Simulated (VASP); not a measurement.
Crystal: KCl.

```
CELL_PARAMETERS angstrom
3.88972 0.00000 0.00000
0.00000 3.88972 0.00000
0.00000 0.00000 3.88972
ATOMIC_POSITIONS crystal
K 0.00000 0.00000 0.00000
Cl 0.50000 0.50000 0.50000
```

Base run:

* Program: VASP 6.6.1
* Functional: r2SCAN
* Potentials or basis: VASP PAW PBE potentials, release 64 (K_sv, Cl)
* Cutoff: 520 eV
* k mesh: 7 × 7 × 7
* Occupations: fermi-dirac, width 0.05 eV
* Spin: no spin polarisation

Its results: band gap on the k mesh 5.41 eV, indirect (least direct gap 5.59 eV); pressure -1.7 GPa.

Question: After a change of settings the same cell gave: band gap on the k mesh 6.69 eV, indirect (least direct gap 6.90 eV); pressure -1.2 GPa. Which change was it?
A. cutoff from 520 eV to 550 eV
B. functional from r2SCAN to LDA; potentials or basis from VASP PAW PBE potentials, release 64 (K_sv, Cl) to VASP PAW LDA potentials, release 64 (K_sv, Cl); cutoff from 520 eV to 500 eV
C. functional from r2SCAN to PBE0; k mesh from 7 × 7 × 7 to 4 × 4 × 4
D. functional from r2SCAN to LDA; potentials or basis from VASP PAW PBE potentials, release 64 (K_sv, Cl) to VASP PAW LDA potentials, release 64 (K_sv, Cl)

Answer: C.

Caveats: the PAW data sets were made with another functional, which shifts forces and pressure a little.
